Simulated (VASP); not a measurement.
Crystal: ScIr.

```xyz
2
Lattice="3.2060 0.0000 0.0000 0.0000 3.2060 0.0000 0.0000 0.0000 3.2060" Properties=species:S:1:pos:R:3 pbc="T T T"
Sc    1.6030    1.6030    1.6030
Ir    0.0000    0.0000    0.0000
```

- Program: VASP 6.6.1
- Task: relaxation of cell and atoms
- Functional: LDA
- Potentials or basis: VASP PAW LDA potentials, release 64 (Sc_sv, Ir_sv_GW)
- Cutoff: 560 eV
- k mesh: 12 × 12 × 12
- Occupations: fermi-dirac, width 0.1 eV
- Spin: no spin polarisation

At the start: pressure -7.2 GPa; volume 16.48 Å³/atom.

Q: How do energy, volume and symmetry change on relaxing?

A: Over 4 steps the energy falls by 14.9 meV/atom and the volume is 15.84 Å³/atom (-3.9 %); space group Pm-3m (No. 221, to 0.1 Å) before and after.

The path:
```tsv
step	energy change (eV)	largest force (eV/Å)	pressure (GPa)	volume (Å³)
1	0.0000	0.0000	-7.24	32.95
2	0.0727	0.0000	16.18	29.53
3	-0.0297	0.0000	-0.19	31.71
4	-0.0297	0.0000	0.02	31.68
```

Final structure:
```yaml
crystal:
  lattice:
    - [3.16423, 0.00000, 0.00000]
    - [0.00000, 3.16423, 0.00000]
    - [0.00000, 0.00000, 3.16423]
  atoms:
    - { symbol: Sc, position: [0.50000, 0.50000, 0.50000] }
    - { symbol: Ir, position: [0.00000, 0.00000, 0.00000] }
```
